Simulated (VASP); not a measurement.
# WC (I4/mmm) in VASP: further runs

Runs on WC. Level: PBEsol. Tasks: single point.

Everything below comes from runs of VASP 6.6.1. Logs are shortened: lines on timing, memory, paths and dates and some standing lists are left out, and cuts for length are marked.

## (1) The cell of the first run

Symmetry: I4/mmm, No. 139, tetragonal system. Conventional cell: a = 3.225 Å, b = 3.225 Å, c = 4.210 Å, α = 90.00°, β = 90.00°, γ = 90.00°. W (site symmetry 4/mmm) has 6 C at 2.10 to 2.28 Å within 2.8 Å. C (site symmetry 4/mmm) has 6 W at 2.10 to 2.28 Å within 2.8 Å.

## (2) Single point, PBEsol (strain +0.040 along x and y, -0.040 along z)

File INCAR:

```
ALGO = Normal
EDIFF = 1E-6
ENCUT = 520
GGA = PS
ISIF = 2
ISMEAR = 0
LASPH = True
LCHARG = False
LREAL = False
LWAVE = False
NBANDS = 16
NELM = 100
PREC = Accurate
SIGMA = 0.15
```

File KPOINTS:

```
k-points
0
Gamma
  18 18 18
```

File POSCAR:

```
WC
1.0
    0.0000000000      2.2803913600      2.1049766400
    2.2803913600      0.0000000000      2.1049766400
    2.2803913600      2.2803913600      0.0000000000
W C
1 1
Direct
    0.0000000000      0.0000000000      0.0000000000
    0.5000000000      0.5000000000      0.5000000000
```

Potentials or basis: VASP PAW PBE potentials, release 64 (W_sv, C).

Started as:

```sh
cat potpaw_PBE.64/W_sv/POTCAR potpaw_PBE.64/C/POTCAR > POTCAR
mpirun -np 1 vasp_std > vasp.out
```

OUTCAR:

```text
EDIFF = 1E-6
   ENCUT = 520
   GGA = PS
   ISIF = 2
   ISMEAR = 0
   LASPH = True
   LREAL = False
   NELM = 100
   PREC = Accurate

 ion  position               nearest neighbor table
   1  0.000  0.000  0.000-   2 2.10   2 2.10   2 2.28   2 2.28   2 2.28   2 2.28
   2  0.500  0.500  0.500-   1 2.10   1 2.10   1 2.28   1 2.28   1 2.28   1 2.28

  LATTYP: Found a body centered tetragonal cell.
 ALAT       =     3.2249603888
 C/A-ratio  =     1.3054279037

  Lattice vectors:

 A1 = (   0.0000000000,  -2.2803913600,  -2.1049766400)
 A2 = (   0.0000000000,   2.2803913600,  -2.1049766400)
 A3 = (   2.2803913600,   0.0000000000,   2.1049766400)

Analysis of symmetry for initial positions (statically):
=====================================================================
 Subroutine PRICEL returns:
 Original cell was already a primitive cell.

 Routine SETGRP: Setting up the symmetry group for a
 body centered tetragonal supercell.

 Subroutine GETGRP returns: Found 16 space group operations
 (whereof 16 operations were pure point group operations)
 out of a pool of 16 trial point group operations.

The static configuration has the point symmetry D_4h.

Analysis of symmetry for dynamics (positions and initial velocities):
=====================================================================
 Subroutine PRICEL returns:
 Original cell was already a primitive cell.

 Routine SETGRP: Setting up the symmetry group for a
 body centered tetragonal supercell.

 Subroutine GETGRP returns: Found 16 space group operations
 (whereof 16 operations were pure point group operations)
 out of a pool of 16 trial point group operations.

The dynamic configuration has the point symmetry D_4h.

 Subroutine INISYM returns: Found 16 space group operations
 (whereof 16 operations are pure point group operations),
 and found     1 'primitive' translations

----------------------------------------------------------------------------------------

                                     Primitive cell

  volume of cell :      21.8925

  direct lattice vectors                    reciprocal lattice vectors
     0.000000000  2.280391360  2.104976640    -0.219260610  0.219260610  0.237532327
     2.280391360  0.000000000  2.104976640     0.219260610 -0.219260610  0.237532327
     2.280391360  2.280391360  0.000000000     0.219260610  0.219260610 -0.237532327

  length of vectors
     3.103403198  3.103403198  3.224960389     0.390604706  0.390604706  0.390604706

  position of ions in fractional coordinates (direct lattice)
     0.000000000  0.000000000  0.000000000
     0.500000000  0.500000000  0.500000000

  ion indices of the primitive-cell ions
   primitive index   ion index
                 1           1
                 2           2

----------------------------------------------------------------------------------------

 KPOINTS: k-points

Automatic generation of k-mesh.
 Grid dimensions read from file:
 generate k-points for:   18   18   18

 Generating k-lattice:

  Cartesian coordinates                     Fractional coordinates (reciprocal lattice)
    -0.012181145  0.012181145  0.013196240     0.055555556  0.000000000  0.000000000
     0.012181145 -0.012181145  0.013196240     0.000000000  0.055555556  0.000000000
     0.012181145  0.012181145 -0.013196240     0.000000000  0.000000000  0.055555556

  Length of vectors
     0.021700261  0.021700261  0.021700261

  Shift w.r.t. Gamma in fractional coordinates (k-lattice)
     0.000000000  0.000000000  0.000000000

 Subroutine IBZKPT returns following result:
 ===========================================

 Found    480 irreducible k-points:

 Following reciprocal coordinates:
            Coordinates               Weight
  0.000000  0.000000  0.000000      1.000000
  0.055556 -0.000000  0.000000      8.000000
  0.111111 -0.000000  0.000000      8.000000
  0.166667 -0.000000  0.000000      8.000000
  0.222222 -0.000000  0.000000      8.000000
  0.277778  0.000000  0.000000      8.000000
[... 16 lines left out ...]
 -0.277778  0.055556  0.000000      8.000000
 -0.222222  0.055556  0.000000      8.000000
 [... further k-points ...]
   k-points           NKPTS =    480   k-points in BZ     NKDIM =    480   number of bands    NBANDS=     16
   number of dos      NEDOS =    301   number of ions     NIONS =      2
   total plane-waves  NPLWV =  13824
   dimension x,y,z NGX =    24 NGY =   24 NGZ =   24
   dimension x,y,z NGXF=    48 NGYF=   48 NGZF=   48
   ions per type =               1   1
   NGX,Y,Z   is equivalent  to a cutoff of  12.86, 12.86, 12.37 a.u.
   NGXF,Y,Z  is equivalent  to a cutoff of  25.71, 25.71, 24.74 a.u.
 SYSTEM =  unknown system
   PREC   = accura    normal or accurate (medium, high low for compatibility)
   ISTART =      0    job   : 0-new  1-cont  2-samecut
   ICHARG =      2    charge: 1-file 2-atom 10-const
   ISPIN  =      1    spin polarized calculation?
   LNONCOLLINEAR =      F non collinear calculations
   LSORBIT =      F    spin-orbit coupling
   LASPH  =      T    aspherical Exc in radial PAW
   ENCUT  =  520.0 eV  38.22 Ry    6.18 a.u.   5.77  5.77  6.00*2*pi/ulx,y,z
   NELM   =    100;   NELMIN=  2; NELMDL= -5     # of ELM steps
   EDIFF  = 0.1E-05   stopping-criterion for ELM
   LREAL  =      F    real-space projection
   EDIFFG = 0.1E-04   stopping-criterion for IOM
   NSW    =      0    number of steps for IOM
   IBRION =     -1    ionic relax: 0-MD 1-quasi-New 2-CG
   NFREE  =      0    steps in history (QN), initial steepest desc. (CG)
   ISIF   =      2    stress and relaxation
   ISYM   =      2    0-nonsym 1-usesym 2-fastsym
   POTIM  = 0.5000    time-step for ionic-motion
   TEBEG  =    0.0;   TEEND  =   0.0 temperature during run
   PSTRESS=    0.0 pullay stress
   NELECT =      18.0000    total number of electrons
   NUPDOWN=      -1.0000    fix difference up-down
   EMIN   =  10.00;   EMAX   =-10.00  energy-range for DOS
   EFERMI =   0.00;   METHOD = LEGACY
   ISMEAR =     0;   SIGMA  =   0.15  broadening in eV -4-tet -1-fermi 0-gaus
   EFERMI_NEDOS =   21; number of points for ismear=-14 and -15
   IALGO  =     38    algorithm
   IMIX   =      4    mixing-type and parameters
     AMIX     =   0.40;   BMIX     =  1.00
     AMIX_MAG =   1.60;   BMIX_MAG =  1.00
  volume/ion in A,a.u.               =      10.95        73.87
  Fermi-wavevector in a.u.,A,eV,Ry     =   1.533676  2.898228 32.003112  2.352162
  Thomas-Fermi vector in A             =   2.640710
   LORBIT       =      0    0 simple, 1 ext, 2 COOP (PROOUT), +10 PAW based schemes
   GGA     = PS    functional components
   LHFCALC =     F    Hartree Fock is set to
   AEXX    =    0.0000 exact exchange contribution
   IVDW    =     0    specifies the selected vdW correction
   LEPSILON=     F    determine dielectric tensor
   LRPA    =     F    only Hartree local field effects (RPA)
 non-spin polarized calculation
 Gauss-broadening in eV      SIGMA  =   0.15
  energy-cutoff  :      520.00
  volume of cell :       21.89
 maximum number of plane-waves:       608
   NGX = 11   NGY = 11   NGZ = 11

 number of electron      18.0000002 magnetization

 Free energy of the ion-electron system (eV)
  ---------------------------------------------------
  ext. energy  EPLUGINS =         0.00000000
  ---------------------------------------------------
  free energy    TOTEN  =       -22.76440986 eV

  energy without entropy =      -22.75220521  energy(sigma->0) =      -22.75830753

 E-fermi :  11.6365     XC(G=0): -13.6236

 val. band max:       11.6326177896   @ k =  -0.3333   0.2222   0.0000
 cond. band min:      11.6392585934   @ k =  -0.3889   0.2222   0.1111
 fundamental gap:      0.0066408038
 Fermi energy:        11.6365382764

 k-point     1 :       0.0000    0.0000    0.0000
  band No.  band energies     occupation
      1     -63.6834      2.00000
      2     -27.7045      2.00000
      3     -27.6872      2.00000
      4     -27.6872      2.00000
      5      -3.7832      2.00000
      6       8.7918      2.00000
[... 8 lines left out ...]
     15      21.4256      0.00000
     16      32.9660      0.00000

 k-point     2 :       0.0556   -0.0000    0.0000
  band No.  band energies     occupation
      1     -63.6824      2.00000
      2     -27.7148      2.00000
      3     -27.6938      2.00000
      4     -27.6900      2.00000
      5      -3.6996      2.00000
      6       8.5860      2.00000
[... 8 lines left out ...]
     15      21.6210      0.00000
     16      32.2367      0.00000

 k-point     3 :       0.1111   -0.0000    0.0000
  band No.  band energies     occupation
      1     -63.6797      2.00000
      2     -27.7582      2.00000
      3     -27.6989      2.00000
      4     -27.6979      2.00000
      5      -3.4528      2.00000
      6       7.9463      2.00000
[... 8 lines left out ...]
     15      22.1622      0.00000
     16      30.6663      0.00000

 k-point     4 :       0.1667   -0.0000    0.0000
  band No.  band energies     occupation
      1     -63.6755      2.00000
      2     -27.8281      2.00000
      3     -27.7100      2.00000
      4     -27.7027      2.00000
      5      -3.0555      2.00000
      6       7.0694      2.00000
[... 8 lines left out ...]
     15      22.8881      0.00000
     16      29.1108      0.00000
[... 324 lines left out ...]
 k-point    22 :      -0.3333    0.0556    0.0000
  band No.  band energies     occupation
      1     -63.6583      2.00000
      2     -28.0971      2.00000
      3     -27.7557      2.00000
      4     -27.7371      2.00000
      5      -1.0286      2.00000
      6       3.9946      2.00000
[... 8 lines left out ...]
     15      23.9523      0.00000
     16      25.3283      0.00000

 k-point    23 :      -0.2778    0.0556    0.0000
  band No.  band energies     occupation
      1     -63.6632      2.00000
      2     -28.0179      2.00000
      3     -27.7402      2.00000
      4     -27.7353      2.00000
      5      -1.7263      2.00000
      6       4.8480      2.00000
[... 8 lines left out ...]
     15      23.6816      0.00000
     16      26.5248      0.00000

 k-point    24 :      -0.2222    0.0556    0.0000
  band No.  band energies     occupation
      1     -63.6685      2.00000
      2     -27.9301      2.00000
      3     -27.7318      2.00000
      4     -27.7242      2.00000
      5      -2.3601      2.00000
      6       5.7481      2.00000
[... 8 lines left out ...]
     15      23.6314      0.00000
     16      26.7488      0.00000

 [... further k-points ...]

------------------------ aborting loop because EDIFF is reached ----------------------------------------

  FORCE on cell =-STRESS in cart. coord.  units (eV):
  Direction    XX          YY          ZZ          XY          YZ          ZX
  --------------------------------------------------------------------------------------
  -------------------------------------------------------------------------------------
  Total       -4.1961784     -4.1961784      1.6525135      0.0000000      0.0000000     -0.0000000
  in kB     -307.0919786   -307.0919786    120.9370962      0.0000000      0.0000000     -0.0000000
  external PRESSURE =    -164.4156203 kB  Pullay stress =       0.0000000 kB

 VOLUME and BASIS-vectors are now :
 -----------------------------------------------------------------------------
  energy-cutoff  :      520.00
  volume of cell :       21.89
      direct lattice vectors                 reciprocal lattice vectors
     0.000000000  2.280391360  2.104976640    -0.219260610  0.219260610  0.237532327
     2.280391360  0.000000000  2.104976640     0.219260610 -0.219260610  0.237532327
     2.280391360  2.280391360  0.000000000     0.219260610  0.219260610 -0.237532327

 POSITION                                       TOTAL-FORCE (eV/Angst)
 -----------------------------------------------------------------------------------
      0.00000      0.00000      0.00000         0.000000      0.000000      0.000000
      2.28039      2.28039      2.10498        -0.000000      0.000000      0.000000
 -----------------------------------------------------------------------------------
    total drift:                                0.000000     -0.000000     -0.000000

  FREE ENERGIE OF THE ION-ELECTRON SYSTEM (eV)
  ---------------------------------------------------
  free  energy   TOTEN  =       -22.7644098563 eV

  energy  without entropy=      -22.7522052135  energy(sigma->0) =      -22.75830753
```

It took 37 s on 1 thread of Intel Xeon 6975P-C (Granite Rapids), shared host; peak memory 0.27 GiB.

What came out:

```yaml
Free_energy: -22.7644 eV
Pressure: -16.4 GPa
Band_gap_on_the_k_mesh: zero (bands 9 and 10 overlap by 2.94 eV)
```

Levels at points of the mesh, in eV from the Fermi level:
| k point | band 6 | band 7 | band 8 | band 9 | band 10 | band 11 | band 12 | band 13 |
| --- | --- | --- | --- | --- | --- | --- | --- | --- |
| (0.00, 0.00, 0.00) | -2.84 | -2.84 | -1.94 | -1.34 | -1.03 | -1.03 | -0.79 | -0.68 |
| (0.50, 0.00, 0.00) | -9.45 | -6.38 | -6.30 | 0.73 | 1.40 | 2.38 | 4.82 | 7.60 |
| (0.50, 0.50, 0.00) | -5.50 | -4.80 | -2.72 | -2.72 | 0.95 | 2.14 | 2.14 | 5.80 |
| (0.50, 0.00, 0.50) | -5.71 | -5.41 | -2.25 | -2.05 | 0.59 | 1.78 | 2.48 | 4.75 |

Caveat: the cell differs from its parent crystal (strain +0.040 along x and y, -0.040 along z); the cell stands under tension; the PAW data sets were made with another functional, which shifts forces and pressure a little; spin-orbit coupling is left out, which moves the levels of the heavy elements.

## (3) Single point, PBEsol (strain +0.080 along x and y, -0.080 along z)

File INCAR:

```
SYSTEM = WC
PREC = Accurate
ENCUT = 520
EDIFF = 1E-6
ISMEAR = 0
SIGMA = 0.15
LREAL = .False.
LASPH = .True.
NELM = 60
ALGO = Normal
ISIF = 2
LWAVE = .False.
LCHARG = .True.
GGA = PS
LELF = .True.
LVHAR = .True.
NBANDS = 16
```

File KPOINTS:

```
regular mesh
0
Gamma
  18 18 18
  0 0 0
```

File POSCAR:

```
WC
1.0
    0.0000000000      2.3680987200      2.0172692800
    2.3680987200      0.0000000000      2.0172692800
    2.3680987200      2.3680987200      0.0000000000
W C
1 1
Direct
    0.0000000000      0.0000000000      0.0000000000
    0.5000000000      0.5000000000      0.5000000000
```

Potentials or basis: VASP PAW PBE potentials, release 64 (W_sv, C).

Started as:

```sh
cat potpaw_PBE.64/W_sv/POTCAR potpaw_PBE.64/C/POTCAR > POTCAR
mpirun -np 1 vasp_std > vasp.out
```

OUTCAR:

```text
SYSTEM = WC
   PREC = Accurate
   ENCUT = 520
   EDIFF = 1E-6
   ISMEAR = 0
   LREAL = .False.
   LASPH = .True.
   NELM = 60
   ISIF = 2
   GGA = PS

 ion  position               nearest neighbor table
   1  0.000  0.000  0.000-   2 2.02   2 2.02   2 2.37   2 2.37   2 2.37   2 2.37
   2  0.500  0.500  0.500-   1 2.02   1 2.02   1 2.37   1 2.37   1 2.37   1 2.37

  LATTYP: Found a body centered tetragonal cell.
 ALAT       =     3.3489973269
 C/A-ratio  =     1.2047004420

  Lattice vectors:

 A1 = (   0.0000000000,  -2.3680987200,  -2.0172692800)
[... 643 lines left out ...]

  FORCE on cell =-STRESS in cart. coord.  units (eV):
  Direction    XX          YY          ZZ          XY          YZ          ZX
  --------------------------------------------------------------------------------------
  -------------------------------------------------------------------------------------
  Total       -5.8244280     -5.8244280      6.5116331      0.0000000      0.0000000     -0.0000000
  in kB     -412.4491233   -412.4491233    461.1126377      0.0000000      0.0000000     -0.0000000
  external PRESSURE =    -121.2618696 kB  Pullay stress =       0.0000000 kB

 VOLUME and BASIS-vectors are now :
 -----------------------------------------------------------------------------
  energy-cutoff  :      520.00
  volume of cell :       22.63
      direct lattice vectors                 reciprocal lattice vectors
     0.000000000  2.368098720  2.017269280    -0.211139846  0.211139846  0.247859820
     2.368098720  0.000000000  2.017269280     0.211139846 -0.211139846  0.247859820
     2.368098720  2.368098720  0.000000000     0.211139846  0.211139846 -0.247859820

 POSITION                                       TOTAL-FORCE (eV/Angst)
 -----------------------------------------------------------------------------------
      0.00000      0.00000      0.00000        -0.000000      0.000000      0.000000
      2.36810      2.36810      2.01727         0.000000     -0.000000      0.000000
 -----------------------------------------------------------------------------------
    total drift:                                0.000000     -0.000000     -0.000000

  FREE ENERGIE OF THE ION-ELECTRON SYSTEM (eV)
  ---------------------------------------------------
  free  energy   TOTEN  =       -22.2136504701 eV

  energy  without entropy=      -22.1990523657  energy(sigma->0) =      -22.20635142
```

It took 50 s on 1 thread of Intel Xeon 6975P-C (Granite Rapids), shared host; peak memory 0.29 GiB.

Results:

```yaml
Free_energy: -22.2137 eV
Pressure: -12.1 GPa
Band_gap_on_the_k_mesh: zero (bands 9 and 10 overlap by 2.95 eV)
```

Caveat: the cell differs from its parent crystal (strain +0.080 along x and y, -0.080 along z); the cell stands under tension; the PAW data sets were made with another functional, which shifts forces and pressure a little; spin-orbit coupling is left out, which moves the levels of the heavy elements.
